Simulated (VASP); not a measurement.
A run of VASP 6.6.1 is set up as follows.

The input INCAR:

```
ALGO     = Normal         # electronic algorithm
EDIFF    = 1E-6           # SCF threshold, eV
ENCUT    = 520            # plane-wave cutoff, eV
GGA      = PE             # functional
ISIF     = 2              # what is computed and relaxed
ISMEAR   = 0              # smearing method
LASPH    = T              # aspherical terms in the spheres
LCHARG   = F              # write CHGCAR
LREAL    = Auto         
LWAVE    = F              # write WAVECAR
NBANDS   = 202            # bands
NELM     = 100            # most SCF steps
PREC     = Accurate       # precision mode
SIGMA    = 0.01           # smearing width, eV
```

The input KPOINTS:

```
k-points
0
Gamma
  2 2 2
```

Contents of POSCAR:

```
In15GaO24
1.0
   -5.1010872565      5.1163911543      5.1163911543
    5.1163911543     -5.1010872565      5.1163911543
    5.1163911543      5.1163911543     -5.1010872565
Ga In O
1 15 24
Direct
    0.5000000000      0.5000000000      0.5000000000
    0.5000000000      0.0000000000      0.0000000000
    0.0000000000      0.5000000000      0.0000000000
    0.0000000000      0.0000000000      0.5000000000
    0.2556869727      0.7153910417      0.4658330893
    0.7477592782      0.7817553000      0.0297180405
    0.4658330893      0.2556869727      0.7153910417
    0.0297180405      0.7477592782      0.7817553000
    0.7153910417      0.4658330893      0.2556869727
    0.7817553000      0.0297180405      0.7477592782
    0.7443130273      0.2846089583      0.5341669107
    0.2522407218      0.2182447000      0.9702819595
    0.5341669107      0.7443130273      0.2846089583
    0.9702819595      0.2522407218      0.2182447000
    0.2846089583      0.5341669107      0.7443130273
    0.2182447000      0.9702819595      0.2522407218
    0.5414918026      0.7586419808      0.5462065404
    0.7284800713      0.9954868933      0.9572360599
    0.9655355967      0.5083651445      0.2395787710
    0.7710943529      0.7248048169      0.2638793005
    0.5462065404      0.5414918026      0.7586419808
    0.9572360599      0.7284800713      0.9954868933
    0.2395787710      0.9655355967      0.5083651445
    0.2638793005      0.7710943529      0.7248048169
    0.7586419808      0.5462065404      0.5414918026
    0.9954868933      0.9572360599      0.7284800713
    0.5083651445      0.2395787710      0.9655355967
    0.7248048169      0.2638793005      0.7710943529
    0.4585081974      0.2413580192      0.4537934596
    0.2715199287      0.0045131067      0.0427639401
    0.0344644033      0.4916348555      0.7604212290
    0.2289056471      0.2751951831      0.7361206995
    0.4537934596      0.4585081974      0.2413580192
    0.0427639401      0.2715199287      0.0045131067
    0.7604212290      0.0344644033      0.4916348555
    0.7361206995      0.2289056471      0.2751951831
    0.2413580192      0.4537934596      0.4585081974
    0.0045131067      0.0427639401      0.2715199287
    0.4916348555      0.7604212290      0.0344644033
    0.2751951831      0.7361206995      0.2289056471
```

Potentials or basis: VASP PAW PBE potentials, release 64 (Ga_d, In_d, O).

Command:

```sh
$ cat potpaw_PBE.64/Ga_d/POTCAR potpaw_PBE.64/In_d/POTCAR potpaw_PBE.64/O/POTCAR > POTCAR
$ mpirun -np 1 vasp_std > vasp.out
```

(1) Predict the largest force.

(2) Predict the band gap on the k mesh.

(3) Predict the pressure.

## Answers

(1) 0.015 eV/Å.

(2) 0.97 eV.

(3) 0.4 GPa.

Caveat: the k points lie up to 0.43 Å⁻¹ apart; spin-orbit coupling is left out, which moves the levels of the heavy elements.
